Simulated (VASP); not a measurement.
Wanted: the native input for a VASP 6.6.1 run.

| Item | Value |
| --- | --- |
| Task | single point |
| Functional | PBE |
| Potentials or basis | VASP PAW PBE potentials, release 64 (Sn_d, Se) |
| Cutoff | 520 eV |
| k mesh | 6 × 6 × 6 |
| Occupations | fermi-dirac, width 0.02 eV |
| Spin | no spin polarisation |
| Dipole correction | no |
| Further INCAR settings | ALGO = Normal; EDIFF = 1e-06; NBANDS = 24 |

The structure of SnSe3 lies in POSCAR:

```
SnSe3
1.0
    0.0000000000      3.5622366060      3.5622366060
    3.5622366060      0.0000000000      3.5622366060
    3.5622366060      3.5622366060      0.0000000000
Sn Se
1 3
Direct
    0.0000000000      0.0000000000      0.0000000000
    0.5000000000      0.5000000000      0.5000000000
    0.2500000000      0.2500000000      0.2500000000
    0.7500000000      0.7500000000      0.7500000000
```

The input as run:

INCAR

```
SYSTEM = SnSe3
PREC = Accurate ; ENCUT = 520
EDIFF = 1E-6 ; ISMEAR = -1
SIGMA = 0.02 ; LREAL = .False.
LASPH = .True. ; NELM = 100
ALGO = Normal ; ISIF = 2
LWAVE = .False. ; LCHARG = .False.
GGA = PE ; NBANDS = 24
```

KPOINTS

```
regular mesh
0
Gamma
  6 6 6
  0 0 0
```

Potentials or basis: VASP PAW PBE potentials, release 64 (Sn_d, Se).

Command:

```sh
$ cat potpaw_PBE.64/Sn_d/POTCAR potpaw_PBE.64/Se/POTCAR > POTCAR
$ mpirun -np 1 vasp_std > vasp.out
```

It gave:

* Pressure: -0.6 GPa
* Band gap on the k mesh: zero (band 16 reaches 6.18 eV, above the bottom of band 17 at 4.14 eV)

Caveat: spin-orbit coupling is left out, which moves the levels of the heavy elements.

It took 39 s on 1 thread of Intel(R) Xeon(R) Platinum 8259CL CPU @ 2.50GHz (Skylake/Cascade Lake) (shared host), peak memory 0.24 GiB.
